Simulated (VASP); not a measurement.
Wanted: the native input for a VASP 6.6.1 run.

```
Task                   : single point
Functional             : PBE
Potentials or basis    : VASP PAW PBE potentials, release 64 (Sn_d)
Cutoff                 : 520 eV
k mesh                 : 8 × 5 × 15
Occupations            : gaussian, width 0.1 eV
Spin                   : no spin polarisation
Dipole correction      : no
Further INCAR settings : ALGO = Fast; EDIFF = 1e-06; NBANDS = 21; ISYM = 0
```

The structure of Sn lies in POSCAR:

```
Sn
1.0
    4.7067116633      0.0000000000      0.0000000000
    0.0000000000      6.6562954684      0.0000000000
    2.3533558316      3.3281477342      2.3533558316
Sn
2
Direct
    0.0000000000      0.5000000000      0.0000000000
    0.5000000000      0.7500000000      0.0000000000
```

This isn't the form of Sn at room conditions, which is tetragonal (white tin).

One way to write it, as run:

INCAR

```
SYSTEM = Sn
  PREC = Accurate
  ENCUT = 520
  EDIFF = 1E-6
  ISMEAR = 0
  SIGMA = 0.1
  LREAL = .False.
  LASPH = .True.
  NELM = 60
  ALGO = Fast
  ISIF = 2
  LWAVE = .False.
  LCHARG = .True.
  GGA = PE
  LELF = .True.
  LVHAR = .True.
  NBANDS = 21
  ISYM = 0
```

KPOINTS

```
Automatic mesh
0
Gamma
  8 5 15
  0 0 0
```

Potentials or basis: VASP PAW PBE potentials, release 64 (Sn_d).

The run is started by

```sh
$ cat potpaw_PBE.64/Sn_d/POTCAR > POTCAR
$ mpirun -np 1 vasp_std > vasp.out
```

It gave:

```json
{"Pressure": "-0.1 GPa", "Band gap on the k mesh": "zero (bands 14 and 15 overlap by 0.17 eV)"}
```

Caveat: spin-orbit coupling is left out, which moves the levels of the heavy elements.

Wall time 22 min on 1 thread of AMD EPYC 7R43 64-Core Processor (Zen 3), on a shared host, peak memory 0.47 GiB.
